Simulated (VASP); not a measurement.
# ZrIn2S2 (Cmmm) in VASP: notebook

Runs on ZrIn2S2. Level: PBE. Tasks: single point, relaxation of cell and atoms.

Everything below comes from runs of VASP 6.6.1. Logs are shortened: lines on timing, memory, paths and dates and some standing lists are left out, and cuts for length are marked.

## Step 1: The cell of the first run

It takes space group Cmmm (No. 65, orthorhombic). Conventional cell: a = 3.261 Å, b = 20.987 Å, c = 3.280 Å, α = 90.00°, β = 90.00°, γ = 90.00°. Within 3.8 Å of Zr (site symmetry mmm) lie 8 S at 2.73 Å and 4 Zr at 3.26 to 3.28 Å and 2 In at 3.74 Å. In (site symmetry m2m) has 4 S at 3.25 Å and 6 In at 3.26 to 3.43 Å and 1 Zr at 3.74 Å within 4.3 Å. Within 3.6 Å of S (site symmetry m2m) lie 4 Zr at 2.73 Å and 5 S at 2.92 to 3.28 Å and 4 In at 3.25 Å.

The cell was built from a structure type or drawn by symmetry, and may not be a known phase.

## Step 2: Single point, PBE

File INCAR:

```
SYSTEM = ZrIn2S2
  PREC = Accurate
  ENCUT = 520
  EDIFF = 1E-6
  ISMEAR = 0
  SIGMA = 0.1
  LREAL = .False.
  LASPH = .True.
  NELM = 100
  ALGO = Normal
  ISIF = 2
  LWAVE = .False.
  LCHARG = .False.
  GGA = PE
  NBANDS = 33
```

File KPOINTS:

```
Automatic mesh
0
Gamma
  4 4 4
  0 0 0
```

File POSCAR:

```
ZrIn2S2
1.0
    1.6305640848    -10.4932786027      0.0000000000
    1.6305640848     10.4932786027      0.0000000000
    0.0000000000      0.0000000000      3.2797081956
Zr In S
1 2 2
Direct
    0.0000000000      0.0000000000      0.0000000000
    0.1782372106      0.8217627894      0.0000000000
    0.8217627894      0.1782372106      0.0000000000
    0.4304304596      0.5695695404      0.5000000000
    0.5695695404      0.4304304596      0.5000000000
```

Potentials or basis: VASP PAW PBE potentials, release 64 (Zr_sv, In_d, S).

Command:

```bash
$ cat potpaw_PBE.64/Zr_sv/POTCAR potpaw_PBE.64/In_d/POTCAR potpaw_PBE.64/S/POTCAR > POTCAR
$ mpirun -np 1 vasp_std > vasp.out
```

OUTCAR:

```text
SYSTEM = ZrIn2S2
   PREC = Accurate
   ENCUT = 520
   EDIFF = 1E-6
   ISMEAR = 0
   LREAL = .False.
   LASPH = .True.
   NELM = 100
   ISIF = 2
   GGA = PE

 ion  position               nearest neighbor table
   1  0.000  0.000  0.000-   5 2.73   5 2.73   4 2.73   4 2.73   5 2.73   5 2.73   4 2.73   4 2.73
                             2 3.74   3 3.74
   2  0.178  0.822  0.000-   5 3.25   5 3.25   5 3.25   5 3.25   3 3.43   3 3.43   1 3.74
   3  0.822  0.178  0.000-   4 3.25   4 3.25   4 3.25   4 3.25   2 3.43   2 3.43   1 3.74
   4  0.430  0.570  0.500-   1 2.73   1 2.73   1 2.73   1 2.73   3 3.25   3 3.25   3 3.25   3 3.25

   5  0.570  0.430  0.500-   1 2.73   1 2.73   1 2.73   1 2.73   2 3.25   2 3.25   2 3.25   2 3.25

  LATTYP: Found a base centered orthorhombic cell.
 ALAT       =     3.2611281696
 B/A-ratio  =     6.4353671840
 C/A-ratio  =     1.0056974228

  Lattice vectors:

 A1 = (   1.6305640848, -10.4932786027,   0.0000000000)
 A2 = (   1.6305640848,  10.4932786027,   0.0000000000)
 A3 = (   0.0000000000,   0.0000000000,   3.2797081956)

Analysis of symmetry for initial positions (statically):
=====================================================================
 Subroutine PRICEL returns:
 Original cell was already a primitive cell.

 Routine SETGRP: Setting up the symmetry group for a
 base centered orthorhombic supercell.

 Subroutine GETGRP returns: Found  8 space group operations
 (whereof  8 operations were pure point group operations)
 out of a pool of  8 trial point group operations.

The static configuration has the point symmetry D_2h.

Analysis of symmetry for dynamics (positions and initial velocities):
=====================================================================
 Subroutine PRICEL returns:
 Original cell was already a primitive cell.

 Routine SETGRP: Setting up the symmetry group for a
 base centered orthorhombic supercell.

 Subroutine GETGRP returns: Found  8 space group operations
 (whereof  8 operations were pure point group operations)
 out of a pool of  8 trial point group operations.

The dynamic configuration has the point symmetry D_2h.

 Subroutine INISYM returns: Found  8 space group operations
 (whereof  8 operations are pure point group operations),
 and found     1 'primitive' translations

----------------------------------------------------------------------------------------

                                     Primitive cell

  volume of cell :     112.2314

  direct lattice vectors                    reciprocal lattice vectors
     1.630564085-10.493278603  0.000000000     0.306642348 -0.047649550  0.000000000
     1.630564085 10.493278603  0.000000000     0.306642348  0.047649550  0.000000000
     0.000000000  0.000000000  3.279708196     0.000000000  0.000000000  0.304905175

  length of vectors
    10.619210661 10.619210661  3.279708196     0.310322428  0.310322428  0.304905175

  position of ions in fractional coordinates (direct lattice)
     0.000000000  0.000000000  0.000000000
     0.178237211  0.821762789  0.000000000
     0.821762789  0.178237211  0.000000000
     0.430430460  0.569569540  0.500000000
     0.569569540  0.430430460  0.500000000

  ion indices of the primitive-cell ions
   primitive index   ion index
                 1           1
                 2           2
                 3           3
                 4           4
                 5           5

----------------------------------------------------------------------------------------

 KPOINTS: Automatic mesh

Automatic generation of k-mesh.
 Grid dimensions read from file:
 generate k-points for:    4    4    4

 Generating k-lattice:

  Cartesian coordinates                     Fractional coordinates (reciprocal lattice)
     0.076660587 -0.011912387  0.000000000     0.250000000  0.000000000  0.000000000
     0.076660587  0.011912387  0.000000000     0.000000000  0.250000000  0.000000000
     0.000000000  0.000000000  0.076226294     0.000000000  0.000000000  0.250000000

  Length of vectors
     0.077580607  0.077580607  0.076226294

  Shift w.r.t. Gamma in fractional coordinates (k-lattice)
     0.000000000  0.000000000  0.000000000

 Subroutine IBZKPT returns following result:
 ===========================================

 Found     21 irreducible k-points:

 Following reciprocal coordinates:
            Coordinates               Weight
  0.000000  0.000000  0.000000      1.000000
  0.250000  0.000000  0.000000      4.000000
  0.500000  0.000000  0.000000      2.000000
  0.250000  0.250000  0.000000      2.000000
  0.500000  0.250000  0.000000      4.000000
 -0.250000  0.250000  0.000000      2.000000
[... 13 lines left out ...]
 -0.250000  0.250000  0.500000      2.000000
  0.500000  0.500000  0.500000      1.000000
   k-points           NKPTS =     21   k-points in BZ     NKDIM =     21   number of bands    NBANDS=     33
   number of dos      NEDOS =    301   number of ions     NIONS =      5
   total plane-waves  NPLWV = 153600
   dimension x,y,z NGX =    80 NGY =   80 NGZ =   24
   dimension x,y,z NGXF=   160 NGYF=  160 NGZF=   48
   ions per type =               1   2   2
   NGX,Y,Z   is equivalent  to a cutoff of  12.52, 12.52, 12.17 a.u.
   NGXF,Y,Z  is equivalent  to a cutoff of  25.05, 25.05, 24.33 a.u.
 SYSTEM =  ZrIn2S2
   PREC   = accura    normal or accurate (medium, high low for compatibility)
   ISTART =      0    job   : 0-new  1-cont  2-samecut
   ICHARG =      2    charge: 1-file 2-atom 10-const
   ISPIN  =      1    spin polarized calculation?
   LNONCOLLINEAR =      F non collinear calculations
   LSORBIT =      F    spin-orbit coupling
   LASPH  =      T    aspherical Exc in radial PAW
   ENCUT  =  520.0 eV  38.22 Ry    6.18 a.u.  19.74 19.74  6.10*2*pi/ulx,y,z
   NELM   =    100;   NELMIN=  2; NELMDL= -5     # of ELM steps
   EDIFF  = 0.1E-05   stopping-criterion for ELM
   LREAL  =      F    real-space projection
   EDIFFG = 0.1E-04   stopping-criterion for IOM
   NSW    =      0    number of steps for IOM
   IBRION =     -1    ionic relax: 0-MD 1-quasi-New 2-CG
   NFREE  =      0    steps in history (QN), initial steepest desc. (CG)
   ISIF   =      2    stress and relaxation
   ISYM   =      2    0-nonsym 1-usesym 2-fastsym
   POTIM  = 0.5000    time-step for ionic-motion
   TEBEG  =    0.0;   TEEND  =   0.0 temperature during run
   PSTRESS=    0.0 pullay stress
   NELECT =      50.0000    total number of electrons
   NUPDOWN=      -1.0000    fix difference up-down
   EMIN   =  10.00;   EMAX   =-10.00  energy-range for DOS
   EFERMI =   0.00;   METHOD = LEGACY
   ISMEAR =     0;   SIGMA  =   0.10  broadening in eV -4-tet -1-fermi 0-gaus
   EFERMI_NEDOS =   21; number of points for ismear=-14 and -15
   IALGO  =     38    algorithm
   IMIX   =      4    mixing-type and parameters
     AMIX     =   0.40;   BMIX     =  1.00
     AMIX_MAG =   1.60;   BMIX_MAG =  1.00
  volume/ion in A,a.u.               =      22.45       151.47
  Fermi-wavevector in a.u.,A,eV,Ry     =   1.250336  2.362792 21.270534  1.563340
  Thomas-Fermi vector in A             =   2.384335
   LORBIT       =      0    0 simple, 1 ext, 2 COOP (PROOUT), +10 PAW based schemes
   GGA     = PE    functional components
   LHFCALC =     F    Hartree Fock is set to
   AEXX    =    0.0000 exact exchange contribution
   IVDW    =     0    specifies the selected vdW correction
   LEPSILON=     F    determine dielectric tensor
   LRPA    =     F    only Hartree local field effects (RPA)
 non-spin polarized calculation
 Gauss-broadening in eV      SIGMA  =   0.10
  energy-cutoff  :      520.00
  volume of cell :      112.23
 maximum number of plane-waves:      3060
 NGX is ok and might be reduce to    80
   NGX = 39   NGY = 39   NGZ = 13

 number of electron      49.9999987 magnetization

 Free energy of the ion-electron system (eV)
  ---------------------------------------------------
  ext. energy  EPLUGINS =         0.00000000
  ---------------------------------------------------
  free energy    TOTEN  =       -25.74383357 eV

  energy without entropy =      -25.73588348  energy(sigma->0) =      -25.73985852

 E-fermi :   7.4770     XC(G=0): -10.3205

 val. band max:        7.4507437154   @ k =   0.2500   0.2500   0.0000
 cond. band min:       7.6031758475   @ k =   0.2500   0.0000   0.2500
 fundamental gap:      0.1524321321
 Fermi energy:         7.4770479754

 k-point     1 :       0.0000    0.0000    0.0000
  band No.  band energies     occupation
      1     -41.9064      2.00000
      2     -20.0726      2.00000
      3     -19.6988      2.00000
      4     -19.6798      2.00000
      5      -7.4673      2.00000
      6      -7.4532      2.00000
[... 25 lines left out ...]
     32      13.4522      0.00000
     33      13.5249      0.00000

 k-point     2 :       0.2500    0.0000    0.0000
  band No.  band energies     occupation
      1     -41.8865      2.00000
      2     -20.0338      2.00000
      3     -19.9373      2.00000
      4     -19.6737      2.00000
      5      -7.4094      2.00000
      6      -7.3671      2.00000
[... 25 lines left out ...]
     32      11.0385      0.00000
     33      12.9517      0.00000

 k-point     3 :       0.5000    0.0000    0.0000
  band No.  band energies     occupation
      1     -41.8664      2.00000
      2     -20.1826      2.00000
      3     -19.9946      2.00000
      4     -19.6483      2.00000
      5      -7.3797      2.00000
      6      -7.3797      2.00000
[... 25 lines left out ...]
     32      11.3112      0.00000
     33      11.6624      0.00000

 k-point     4 :       0.2500    0.2500    0.0000
  band No.  band energies     occupation
      1     -41.8664      2.00000
      2     -20.1826      2.00000
      3     -19.9946      2.00000
      4     -19.6483      2.00000
      5      -7.3800      2.00000
      6      -7.3794      2.00000
[... 565 lines left out ...]
     32      11.5618      0.00000
     33      11.6635      0.00000

 k-point    20 :      -0.2500    0.2500    0.5000
  band No.  band energies     occupation
      1     -41.8688      2.00000
      2     -20.1804      2.00000
      3     -19.9974      2.00000
      4     -19.6322      2.00000
      5      -7.3496      2.00000
      6      -7.3343      2.00000
[... 25 lines left out ...]
     32      11.3521      0.00000
     33      13.3762      0.00000

 k-point    21 :       0.5000    0.5000    0.5000
  band No.  band energies     occupation
      1     -41.8688      2.00000
      2     -20.1804      2.00000
      3     -19.9974      2.00000
      4     -19.6322      2.00000
      5      -7.3497      2.00000
      6      -7.3336      2.00000
[... 25 lines left out ...]
     32      11.3521      0.00000
     33      13.6095      0.00000

------------------------ aborting loop because EDIFF is reached ----------------------------------------

  FORCE on cell =-STRESS in cart. coord.  units (eV):
  Direction    XX          YY          ZZ          XY          YZ          ZX
  --------------------------------------------------------------------------------------
  -------------------------------------------------------------------------------------
  Total       -0.0382336     -0.0134029     -0.0291357      0.0000000      0.0000000      0.0000000
  in kB       -0.5458097     -0.1913351     -0.4159316      0.0000000      0.0000000      0.0000000
  external PRESSURE =      -0.3843588 kB  Pullay stress =       0.0000000 kB

 VOLUME and BASIS-vectors are now :
 -----------------------------------------------------------------------------
  energy-cutoff  :      520.00
  volume of cell :      112.23
      direct lattice vectors                 reciprocal lattice vectors
     1.630564085-10.493278603  0.000000000     0.306642348 -0.047649550  0.000000000
     1.630564085 10.493278603  0.000000000     0.306642348  0.047649550  0.000000000
     0.000000000  0.000000000  3.279708196     0.000000000  0.000000000  0.304905175

 POSITION                                       TOTAL-FORCE (eV/Angst)
 -----------------------------------------------------------------------------------
      0.00000      0.00000      0.00000         0.000000      0.000000     -0.000000
      1.63056      6.75269      0.00000         0.000000     -0.001912      0.000000
      1.63056     -6.75269      0.00000         0.000000      0.001912     -0.000000
      1.63056      1.46003      1.63985         0.000000     -0.000940     -0.000000
      1.63056     -1.46003      1.63985         0.000000      0.000940     -0.000000
 -----------------------------------------------------------------------------------
    total drift:                               -0.000000     -0.000000      0.000000

  FREE ENERGIE OF THE ION-ELECTRON SYSTEM (eV)
  ---------------------------------------------------
  free  energy   TOTEN  =       -25.7438335661 eV

  energy  without entropy=      -25.7358834812  energy(sigma->0) =      -25.73985852
```

Run time: 2.5 min. Hardware: 1 thread of Intel Xeon Platinum 8259CL at 2.50GHz (Skylake/Cascade Lake), shared host; peak memory 0.39 GiB.

Results:

| Quantity | Value |
| --- | --- |
| Free energy | -25.7438 eV |
| Pressure | 0.0 GPa |
| Band gap on the k mesh | zero (bands 25 and 26 overlap by 0.99 eV) |

Levels at points of the mesh, in eV from the Fermi level:
| k point | band 23 | band 24 | band 25 | band 26 | band 27 | band 28 |
| --- | --- | --- | --- | --- | --- | --- |
| (0.00, 0.00, 0.00) | -1.54 | -1.47 | -0.87 | 0.47 | 1.22 | 2.79 |
| (0.50, 0.00, 0.00) | -2.70 | -1.06 | -0.60 | -0.60 | 0.22 | 1.69 |
| (0.50, 0.50, 0.00) | -1.81 | -1.54 | -1.47 | 1.16 | 1.99 | 2.79 |
| (0.00, 0.00, 0.50) | -2.11 | -1.56 | -1.17 | -0.55 | 0.59 | 1.74 |
| (0.50, 0.00, 0.50) | -1.72 | -1.03 | -0.25 | 0.18 | 0.33 | 0.37 |
| (0.50, 0.50, 0.50) | -2.63 | -0.81 | -0.55 | -0.21 | 0.14 | 1.75 |

Caveat: the k points lie up to 0.49 Å⁻¹ apart, too coarse for converged energies and pressures of a metal; spin-orbit coupling is left out, which moves the levels of the heavy elements.

## Step 3: Single point, PBE

This run uses another cell than the first one, of 24.28 Å³/atom.

File INCAR:

```
PREC = Accurate
ENCUT = 520
EDIFF = 1E-6
ISMEAR = 0
SIGMA = 0.1
LREAL = F
LASPH = T
NELM = 80
ALGO = Normal
ISIF = 2
LWAVE = F
LCHARG = F
GGA = PE
NBANDS = 33
```

File KPOINTS:

```
regular mesh
0
Gamma
  4 4 4
```

File POSCAR:

```
ZrIn2S2
1.0
    2.0420755100     -7.5085714800      0.0000000000
    2.0420755100      7.5085714800      0.0000000000
    0.0000000000      0.0000000000      3.9590683500
Zr In S
1 2 2
Direct
    0.0000000000      0.0000000000      0.0000000000
    0.2010860400      0.7989139600      0.0000000000
    0.7989139600      0.2010860400      0.0000000000
    0.3634366800      0.6365633200      0.5000000000
    0.6365633200      0.3634366800      0.5000000000
```

Potentials or basis: VASP PAW PBE potentials, release 64 (Zr_sv, In_d, S).

Command:

```bash
$ cat potpaw_PBE.64/Zr_sv/POTCAR potpaw_PBE.64/In_d/POTCAR potpaw_PBE.64/S/POTCAR > POTCAR
$ mpirun -np 1 vasp_std > vasp.out
```

Wall time 1.7 min (1 thread of Intel Xeon Platinum 8259CL at 2.50GHz (Skylake/Cascade Lake), shared host); peak memory 0.36 GiB.

The run converged. Its results:

```yaml
Free_energy: -20.0510 eV
Pressure: 0.5 GPa
Largest_force: 3.494 eV/Å
Band_gap_on_the_k_mesh: zero (bands 25 and 26 overlap by 1.03 eV)
```

Forces on the atoms (eV/Å):
```
Zr   0.000  0.000  0.000
In   0.000  3.494  0.000
In   0.000 -3.494  0.000
S    0.000 -1.953  0.000
S    0.000  1.953  0.000
```

Stress tensor (GPa, compression positive):
```
 3.89  0.00  0.00
 0.00  1.70  0.00
 0.00  0.00 -4.17
```

Levels at points of the mesh, in eV from the Fermi level:
| k point | band 23 | band 24 | band 25 | band 26 | band 27 | band 28 |
| --- | --- | --- | --- | --- | --- | --- |
| (0.00, 0.00, 0.00) | -2.26 | -2.12 | -0.98 | -0.90 | 1.10 | 1.17 |
| (0.50, 0.00, 0.00) | -1.59 | -1.21 | -0.74 | 0.54 | 0.56 | 0.96 |
| (0.50, 0.50, 0.00) | -2.34 | -2.08 | -0.89 | 0.51 | 1.15 | 1.17 |
| (0.00, 0.00, 0.50) | -2.25 | -0.59 | -0.05 | 0.42 | 0.75 | 0.88 |
| (0.50, 0.00, 0.50) | -3.04 | -2.30 | -0.56 | 0.43 | 0.89 | 1.06 |
| (0.50, 0.50, 0.50) | -1.65 | -1.14 | -0.22 | 0.46 | 0.59 | 0.81 |

Caveat: the k points lie up to 0.40 Å⁻¹ apart, too coarse for converged energies and pressures of a metal; spin-orbit coupling is left out, which moves the levels of the heavy elements; forces of over 1 eV/Å act on the atoms, so gaps and moduli don't describe the material at rest.

(Part 1 of 3 ends here.)
